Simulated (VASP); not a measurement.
PbSe, 2 atoms in the cell. It takes space group Pm-3m (No. 221, cubic). The conventional cell has a = 3.784 Å, b = 3.784 Å, c = 3.784 Å, α = 90.00°, β = 90.00°, γ = 90.00°. Within 4.3 Å of Pb (site symmetry m-3m) lie 8 Se at 3.28 Å and 6 Pb at 3.78 Å. Se (site symmetry m-3m) has 8 Pb at 3.28 Å and 6 Se at 3.78 Å within 4.3 Å. 

```yaml
Program: VASP 6.6.1
Task: single point
Functional: LDA
Potentials_or_basis: VASP PAW LDA potentials, release 64 (Pb_d, Se)
Cutoff: 500 eV
k_mesh: 4 × 4 × 4
Occupations: fermi-dirac, width 0.02 eV
Spin: no spin polarisation
Dipole_correction: no
Further_INCAR_settings: ALGO = Normal; EDIFF = 1e-06; NBANDS = 17
```

Potentials or basis: VASP PAW LDA potentials, release 64 (Pb_d, Se).

Command:

```sh
$ cat potpaw_LDA.64/Pb_d/POTCAR potpaw_LDA.64/Se/POTCAR > POTCAR
$ mpirun -np 1 vasp_std > vasp.out
```

Hardware: 1 thread of Intel Xeon 8259CL, with other jobs on the host.

Question: Estimate the wall time of this run.

Answer: It took 12 s on 1 thread of Intel Xeon 8259CL (shared host), peak memory 0.14 GiB. Counts: scf iterations 12, k points 10.
